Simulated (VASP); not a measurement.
TiH2: single point with PBEsol

The system is TiH2.

```
CELL_PARAMETERS angstrom
-1.66663 1.66663 2.03521
1.66663 -1.66663 2.03521
1.66663 1.66663 -2.03521
ATOMIC_POSITIONS crystal
Ti 0.00000 0.00000 0.00000
H 0.75000 0.25000 0.50000
H 0.25000 0.75000 0.50000
```

This cell differs from its parent crystal: strained.

```json
{"Program": "VASP 6.6.1", "Task": "single point", "Functional": "PBEsol", "Potentials or basis": "VASP PAW PBE potentials, release 64 (Ti_sv, H)", "Cutoff": "520 eV", "k mesh": "18 × 18 × 18", "Occupations": "gaussian, width 0.1 eV", "Spin": "no spin polarisation", "Dipole correction": "no", "Further INCAR settings": "ALGO = Normal; EDIFF = 1e-06; NBANDS = 14"}
```

```json
{"Pressure": "-11.1 GPa", "Band gap on the k mesh": "zero (bands 7 and 8 overlap by 0.67 eV)"}
```

Stress tensor (GPa, compression positive):
```
-13.36   0.00   0.00
  0.00 -13.36   0.00
  0.00   0.00  -6.50
```

Levels at points of the mesh, in eV from the Fermi level:
| k point | band 5 | band 6 | band 7 | band 8 | band 9 | band 10 |
| --- | --- | --- | --- | --- | --- | --- |
| (0.00, 0.00, 0.00) | -10.29 | -0.38 | -0.38 | 0.25 | 0.90 | 0.90 |
| (0.50, 0.00, 0.00) | -7.01 | -5.03 | -0.63 | 0.45 | 1.89 | 2.41 |
| (0.50, 0.50, 0.00) | -5.74 | -5.07 | -2.93 | 1.88 | 2.11 | 2.55 |
| (0.50, 0.50, 0.50) | -6.44 | -3.70 | -2.71 | 2.28 | 2.30 | 2.30 |

Wall time 62 s on 1 thread of Intel(R) Xeon(R) Platinum 8488C (Sapphire Rapids), with other jobs on the host, peak memory 0.26 GiB.

Caveat: the cell differs from its parent crystal (strained); the stress differs along the axes, from -13 to -6 GPa; the PAW data sets were made with another functional, which shifts forces and pressure a little.
